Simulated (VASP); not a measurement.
# GaB3 (Cmmm) in VASP: further runs

GaB3 is run at these levels: PBE; tasks: single point.

Program: VASP 6.6.1. These are calculated values, not measurements. Logs are shortened: lines on timing, memory, paths and dates and some standing lists are left out, and cuts for length are marked.

**1. The cell of the first run**

The structure is orthorhombic, space group Cmmm (No. 65). The conventional cell has a = 5.413 Å, b = 5.967 Å, c = 2.894 Å, α = 90.00°, β = 90.00°, γ = 90.00°. Within 2.8 Å of Ga (site symmetry mmm) lie 2 B at 2.14 Å. Within 2.2 Å of B (site symmetry m2m) lie 3 B at 1.67 to 1.68 Å and 1 Ga at 2.14 Å. Within 2.2 Å of B (site symmetry mmm) lie 4 B at 1.67 Å.

**2. Single point, PBE**

File INCAR:

```
PREC     = Accurate       # precision mode
ENCUT    = 520            # plane-wave cutoff, eV
EDIFF    = 1E-6           # SCF threshold, eV
ISMEAR   = 0              # smearing method
SIGMA    = 0.1            # smearing width, eV
LREAL    = F              # projectors in reciprocal space
LASPH    = T              # aspherical terms in the spheres
NELM     = 80             # most SCF steps
ALGO     = Normal         # electronic algorithm
ISIF     = 2              # what is computed and relaxed
LWAVE    = F              # write WAVECAR
LCHARG   = F              # write CHGCAR
GGA      = PE             # functional
NBANDS   = 19             # bands
```

File KPOINTS:

```
regular mesh
0
Gamma
  4 4 6
```

File POSCAR:

```
GaB3
1.0
    2.7066313512     -2.9835370269      0.0000000000
    2.7066313512      2.9835370269      0.0000000000
    0.0000000000      0.0000000000      2.8936270329
Ga B
1 3
Direct
    0.5000000000      0.5000000000      0.5000000000
    0.1406891056      0.8593108944      0.5000000000
    0.8593108944      0.1406891056      0.5000000000
    0.0000000000      0.0000000000      0.0000000000
```

Potentials or basis: VASP PAW PBE potentials, release 64 (Ga_d, B).

On the command line:

```bash
$ cat potpaw_PBE.64/Ga_d/POTCAR potpaw_PBE.64/B/POTCAR > POTCAR
$ mpirun -np 1 vasp_std > vasp.out
```

OUTCAR:

```text
PREC = Accurate
   ENCUT = 520
   EDIFF = 1E-6
   ISMEAR = 0
   LREAL = F
   LASPH = T
   NELM = 80
   ISIF = 2
   GGA = PE

 ion  position               nearest neighbor table
   1  0.500  0.500  0.500-   2 2.14   3 2.14
   2  0.141  0.859  0.500-   4 1.67   4 1.67   3 1.68   1 2.14
   3  0.859  0.141  0.500-   4 1.67   4 1.67   2 1.68   1 2.14
   4  0.000  0.000  0.000-   2 1.67   3 1.67   2 1.67   3 1.67

  LATTYP: Found a base centered orthorhombic cell.
 ALAT       =     5.4132627024
 B/A-ratio  =     1.1023063874
 C/A-ratio  =     0.5345439880

  Lattice vectors:

 A1 = (   2.7066313512,  -2.9835370269,   0.0000000000)
 A2 = (   2.7066313512,   2.9835370269,   0.0000000000)
 A3 = (   0.0000000000,   0.0000000000,   2.8936270329)

Analysis of symmetry for initial positions (statically):
=====================================================================
 Subroutine PRICEL returns:
 Original cell was already a primitive cell.

 Routine SETGRP: Setting up the symmetry group for a
 base centered orthorhombic supercell.

 Subroutine GETGRP returns: Found  8 space group operations
 (whereof  8 operations were pure point group operations)
 out of a pool of  8 trial point group operations.

The static configuration has the point symmetry D_2h.

Analysis of symmetry for dynamics (positions and initial velocities):
=====================================================================
 Subroutine PRICEL returns:
 Original cell was already a primitive cell.

 Routine SETGRP: Setting up the symmetry group for a
 base centered orthorhombic supercell.

 Subroutine GETGRP returns: Found  8 space group operations
 (whereof  8 operations were pure point group operations)
 out of a pool of  8 trial point group operations.

The dynamic configuration has the point symmetry D_2h.

 Subroutine INISYM returns: Found  8 space group operations
 (whereof  8 operations are pure point group operations),
 and found     1 'primitive' translations

----------------------------------------------------------------------------------------

                                     Primitive cell

  volume of cell :      46.7340

  direct lattice vectors                    reciprocal lattice vectors
     2.706631351 -2.983537027  0.000000000     0.184731474 -0.167586323  0.000000000
     2.706631351  2.983537027  0.000000000     0.184731474  0.167586323  0.000000000
     0.000000000  0.000000000  2.893627033     0.000000000  0.000000000  0.345587040

  length of vectors
     4.028318069  4.028318069  2.893627033     0.249421116  0.249421116  0.345587040

  position of ions in fractional coordinates (direct lattice)
     0.500000000  0.500000000  0.500000000
     0.140689106  0.859310894  0.500000000
     0.859310894  0.140689106  0.500000000
     0.000000000  0.000000000  0.000000000

  ion indices of the primitive-cell ions
   primitive index   ion index
                 1           1
                 2           2
                 3           3
                 4           4

----------------------------------------------------------------------------------------

 KPOINTS: regular mesh

Automatic generation of k-mesh.
 Grid dimensions read from file:
 generate k-points for:    4    4    6

 Generating k-lattice:

  Cartesian coordinates                     Fractional coordinates (reciprocal lattice)
     0.046182869 -0.041896581  0.000000000     0.250000000  0.000000000  0.000000000
     0.046182869  0.041896581  0.000000000     0.000000000  0.250000000  0.000000000
     0.000000000  0.000000000  0.057597840     0.000000000  0.000000000  0.166666667

  Length of vectors
     0.062355279  0.062355279  0.057597840

  Shift w.r.t. Gamma in fractional coordinates (k-lattice)
     0.000000000  0.000000000  0.000000000

 Subroutine IBZKPT returns following result:
 ===========================================

 Found     28 irreducible k-points:

 Following reciprocal coordinates:
            Coordinates               Weight
  0.000000  0.000000  0.000000      1.000000
  0.250000  0.000000  0.000000      4.000000
  0.500000  0.000000  0.000000      2.000000
  0.250000  0.250000  0.000000      2.000000
  0.500000  0.250000  0.000000      4.000000
 -0.250000  0.250000  0.000000      2.000000
[... 16 lines left out ...]
  0.250000  0.000000  0.500000      4.000000
  0.500000  0.000000  0.500000      2.000000
 [... further k-points ...]
   k-points           NKPTS =     28   k-points in BZ     NKDIM =     28   number of bands    NBANDS=     19
   number of dos      NEDOS =    301   number of ions     NIONS =      4
   total plane-waves  NPLWV =  21600
   dimension x,y,z NGX =    30 NGY =   30 NGZ =   24
   dimension x,y,z NGXF=    60 NGYF=   60 NGZF=   48
   ions per type =               1   3
   NGX,Y,Z   is equivalent  to a cutoff of  12.38, 12.38, 13.79 a.u.
   NGXF,Y,Z  is equivalent  to a cutoff of  24.76, 24.76, 27.58 a.u.
 SYSTEM =  unknown system
   PREC   = accura    normal or accurate (medium, high low for compatibility)
   ISTART =      0    job   : 0-new  1-cont  2-samecut
   ICHARG =      2    charge: 1-file 2-atom 10-const
   ISPIN  =      1    spin polarized calculation?
   LNONCOLLINEAR =      F non collinear calculations
   LSORBIT =      F    spin-orbit coupling
   LASPH  =      T    aspherical Exc in radial PAW
   ENCUT  =  520.0 eV  38.22 Ry    6.18 a.u.   7.49  7.49  5.38*2*pi/ulx,y,z
   NELM   =     80;   NELMIN=  2; NELMDL= -5     # of ELM steps
   EDIFF  = 0.1E-05   stopping-criterion for ELM
   LREAL  =      F    real-space projection
   EDIFFG = 0.1E-04   stopping-criterion for IOM
   NSW    =      0    number of steps for IOM
   IBRION =     -1    ionic relax: 0-MD 1-quasi-New 2-CG
   NFREE  =      0    steps in history (QN), initial steepest desc. (CG)
   ISIF   =      2    stress and relaxation
   ISYM   =      2    0-nonsym 1-usesym 2-fastsym
   POTIM  = 0.5000    time-step for ionic-motion
   TEBEG  =    0.0;   TEEND  =   0.0 temperature during run
   PSTRESS=    0.0 pullay stress
   NELECT =      22.0000    total number of electrons
   NUPDOWN=      -1.0000    fix difference up-down
   EMIN   =  10.00;   EMAX   =-10.00  energy-range for DOS
   EFERMI =   0.00;   METHOD = LEGACY
   ISMEAR =     0;   SIGMA  =   0.10  broadening in eV -4-tet -1-fermi 0-gaus
   EFERMI_NEDOS =   21; number of points for ismear=-14 and -15
   IALGO  =     38    algorithm
   IMIX   =      4    mixing-type and parameters
     AMIX     =   0.40;   BMIX     =  1.00
     AMIX_MAG =   1.60;   BMIX_MAG =  1.00
  volume/ion in A,a.u.               =      11.68        78.84
  Fermi-wavevector in a.u.,A,eV,Ry     =   1.273517  2.406598 22.066543  1.621845
  Thomas-Fermi vector in A             =   2.406336
   LORBIT       =      0    0 simple, 1 ext, 2 COOP (PROOUT), +10 PAW based schemes
   GGA     = PE    functional components
   LHFCALC =     F    Hartree Fock is set to
   AEXX    =    0.0000 exact exchange contribution
   IVDW    =     0    specifies the selected vdW correction
   LEPSILON=     F    determine dielectric tensor
   LRPA    =     F    only Hartree local field effects (RPA)
 non-spin polarized calculation
 Gauss-broadening in eV      SIGMA  =   0.10
  energy-cutoff  :      520.00
  volume of cell :       46.73
 maximum number of plane-waves:      1274
 NGX is ok and might be reduce to    30
   NGX = 15   NGY = 15   NGZ = 11

 number of electron      22.0000008 magnetization

 Free energy of the ion-electron system (eV)
  ---------------------------------------------------
  ext. energy  EPLUGINS =         0.00000000
  ---------------------------------------------------
  free energy    TOTEN  =       -20.68352084 eV

  energy without entropy =      -20.68196008  energy(sigma->0) =      -20.68274046

 E-fermi :   4.5275     XC(G=0): -10.6504

 val. band max:        4.4349777929   @ k =   0.5000   0.5000   0.5000
 cond. band min:       4.6402065044   @ k =   0.0000   0.0000   0.1667
 fundamental gap:      0.2052287115
 Fermi energy:         4.5274827980

 k-point     1 :       0.0000    0.0000    0.0000
  band No.  band energies     occupation
      1     -10.5110      2.00000
      2     -10.2971      2.00000
      3     -10.2837      2.00000
      4     -10.2445      2.00000
      5     -10.1490      2.00000
      6      -8.8718      2.00000
[... 11 lines left out ...]
     18      14.3290      0.00000
     19      15.4353      0.00000

 k-point     2 :       0.2500    0.0000    0.0000
  band No.  band energies     occupation
      1     -10.4996      2.00000
      2     -10.3057      2.00000
      3     -10.2847      2.00000
      4     -10.2333      2.00000
      5     -10.1503      2.00000
      6      -8.5850      2.00000
[... 11 lines left out ...]
     18      14.5072      0.00000
     19      16.1068      0.00000

 k-point     3 :       0.5000    0.0000    0.0000
  band No.  band energies     occupation
      1     -10.4902      2.00000
      2     -10.3147      2.00000
      3     -10.2857      2.00000
      4     -10.2215      2.00000
      5     -10.1516      2.00000
      6      -8.1946      2.00000
[... 11 lines left out ...]
     18      15.0638      0.00000
     19      15.5451      0.00000

 k-point     4 :       0.2500    0.2500    0.0000
  band No.  band energies     occupation
      1     -10.4902      2.00000
      2     -10.3285      2.00000
      3     -10.2857      2.00000
      4     -10.2219      2.00000
      5     -10.1512      2.00000
      6      -8.2578      2.00000
[... 407 lines left out ...]
     18      12.5024      0.00000
     19      15.2337      0.00000

 k-point    23 :       0.2500    0.0000    0.5000
  band No.  band energies     occupation
      1     -10.3998      2.00000
      2     -10.2971      2.00000
      3     -10.2687      2.00000
      4     -10.2412      2.00000
      5     -10.2105      2.00000
      6      -6.4952      2.00000
[... 11 lines left out ...]
     18      13.7969      0.00000
     19      14.4935      0.00000

 k-point    24 :       0.5000    0.0000    0.5000
  band No.  band energies     occupation
      1     -10.4048      2.00000
      2     -10.2990      2.00000
      3     -10.2729      2.00000
      4     -10.2365      2.00000
      5     -10.1919      2.00000
      6      -6.3052      2.00000
[... 11 lines left out ...]
     18      12.7363      0.00000
     19      17.9217      0.00000

 [... further k-points ...]

------------------------ aborting loop because EDIFF is reached ----------------------------------------

  FORCE on cell =-STRESS in cart. coord.  units (eV):
  Direction    XX          YY          ZZ          XY          YZ          ZX
  --------------------------------------------------------------------------------------
  -------------------------------------------------------------------------------------
  Total       -0.0070278      0.0266051      0.0279049      0.0000000      0.0000000      0.0000000
  in kB       -0.2409332      0.9121005      0.9566614      0.0000000      0.0000000      0.0000000
  external PRESSURE =       0.5426096 kB  Pullay stress =       0.0000000 kB

 VOLUME and BASIS-vectors are now :
 -----------------------------------------------------------------------------
  energy-cutoff  :      520.00
  volume of cell :       46.73
      direct lattice vectors                 reciprocal lattice vectors
     2.706631351 -2.983537027  0.000000000     0.184731474 -0.167586323  0.000000000
     2.706631351  2.983537027  0.000000000     0.184731474  0.167586323  0.000000000
     0.000000000  0.000000000  2.893627033     0.000000000  0.000000000  0.345587040

 POSITION                                       TOTAL-FORCE (eV/Angst)
 -----------------------------------------------------------------------------------
      2.70663      0.00000      1.44681         0.000000     -0.000000      0.000000
      2.70663      2.14403      1.44681        -0.000000     -0.007173     -0.000000
      2.70663     -2.14403      1.44681        -0.000000      0.007173      0.000000
      0.00000      0.00000      0.00000        -0.000000      0.000000      0.000000
 -----------------------------------------------------------------------------------
    total drift:                                0.000000      0.000000      0.000000

  FREE ENERGIE OF THE ION-ELECTRON SYSTEM (eV)
  ---------------------------------------------------
  free  energy   TOTEN  =       -20.6835208353 eV

  energy  without entropy=      -20.6819600837  energy(sigma->0) =      -20.68274046
```

Wall time 11 s (1 thread of Intel Xeon Platinum 8559C (Emerald Rapids), shared host); peak memory 0.16 GiB.

What came out:

```yaml
Free_energy: -20.6835 eV
Pressure: 0.1 GPa
Largest_force: 0.007 eV/Å
Band_gap_on_the_k_mesh: zero (band 11 reaches 6.94 eV, above the bottom of band 12 at 3.37 eV)
```

Forces on the atoms (eV/Å):
```
Ga   0.000  0.000  0.000
B    0.000 -0.007  0.000
B    0.000  0.007  0.000
B    0.000  0.000  0.000
```

Levels at points of the mesh, in eV from the Fermi level:
```
           k point  band 9  band 10  band 11  band 12  band 13  band 14
(0.00, 0.00, 0.00)   -3.91    -3.53    -0.25     2.09     2.47     4.85
(0.50, 0.00, 0.00)   -3.65    -3.37    -1.18     0.92     4.75     4.82
(0.50, 0.50, 0.00)   -6.31    -3.28     2.41     3.15     4.89     5.72
(0.00, 0.00, 0.50)   -2.75    -2.15    -0.44    -0.11     1.36     1.71
(0.50, 0.00, 0.50)   -4.22    -2.49    -0.70     0.20     3.14     3.14
(0.50, 0.50, 0.50)   -4.11    -3.84    -3.34    -0.96    -0.09     4.76
```

Caveat: the k points lie up to 0.39 Å⁻¹ apart.

**3. Single point, PBE**

This run uses another cell than the first one, of 11.16 Å³/atom, 0.955 times its volume.

File INCAR:

```
SYSTEM = GaB3
PREC = Accurate
ENCUT = 520
EDIFF = 1E-6
ISMEAR = 0
SIGMA = 0.1
LREAL = .False.
LASPH = .True.
NELM = 80
ALGO = Normal
ISIF = 2
LWAVE = .False.
LCHARG = .False.
GGA = PE
NBANDS = 19
```

File KPOINTS:

```
Automatic mesh
0
Gamma
  6 6 4
  0 0 0
```

File POSCAR:

```
GaB3
1.0
    1.6589551300     -2.6811992800      0.0000000000
    1.6589551300      2.6811992800      0.0000000000
    0.0000000000      0.0000000000      5.0195862200
Ga B
1 3
Direct
    0.5000000000      0.5000000000      0.5000000000
    0.1328468700      0.8671531300      0.5000000000
    0.8671531300      0.1328468700      0.5000000000
    0.0000000000      0.0000000000      0.0000000000
```

Potentials or basis: VASP PAW PBE potentials, release 64 (Ga_d, B).

On the command line:

```bash
$ cat potpaw_PBE.64/Ga_d/POTCAR potpaw_PBE.64/B/POTCAR > POTCAR
$ mpirun -np 1 vasp_std > vasp.out
```

It took 12 s on 1 thread of Intel Xeon Platinum 8559C (Emerald Rapids), shared host; peak memory 0.17 GiB.

Results (log left out):

```
Free energy            : -11.7824 eV
Pressure               : 51.5 GPa
Largest force          : 7.139 eV/Å
Band gap on the k mesh : zero (band 11 reaches 6.31 eV, above the bottom of band 12 at 4.29 eV)
```

Forces in eV/Å, atoms in the order of the input:
```
Ga   0.000  0.000  0.000
B    0.000 -7.139  0.000
B    0.000  7.139  0.000
B    0.000  0.000  0.000
```

Stress tensor (GPa, compression positive):
```
90.56  0.00  0.00
 0.00 65.08  0.00
 0.00  0.00 -1.21
```

Levels at points of the mesh, in eV from the Fermi level:
| k point | band 7 | band 8 | band 9 | band 10 | band 11 | band 12 | band 13 | band 14 | band 15 | band 16 |
| --- | --- | --- | --- | --- | --- | --- | --- | --- | --- | --- |
| (0.00, 0.00, 0.00) | -7.85 | -6.47 | -4.25 | -3.84 | -0.53 | 1.22 | 3.43 | 3.74 | 3.78 | 6.00 |
| (0.50, 0.00, 0.00) | -11.87 | -7.00 | -4.37 | -4.16 | -1.39 | -1.14 | -0.05 | 3.62 | 4.83 | 5.77 |
| (0.50, 0.50, 0.00) | -11.45 | -8.06 | -4.36 | -3.83 | -1.20 | -0.82 | -0.23 | 2.30 | 4.92 | 5.76 |
| (0.00, 0.00, 0.50) | -9.51 | -4.25 | -3.80 | -2.82 | -0.51 | 0.14 | 1.29 | 3.50 | 3.55 | 4.91 |
| (0.50, 0.00, 0.50) | -11.79 | -6.98 | -6.24 | -3.59 | -0.08 | 0.33 | 1.39 | 2.07 | 2.95 | 7.39 |
| (0.50, 0.50, 0.50) | -11.39 | -8.04 | -6.13 | -3.12 | -0.32 | 0.30 | 1.67 | 1.89 | 2.57 | 4.52 |

Caveat: the k points lie up to 0.37 Å⁻¹ apart; forces of over 1 eV/Å act on the atoms, so gaps and moduli don't describe the material at rest.

[end of part 1 of 2]
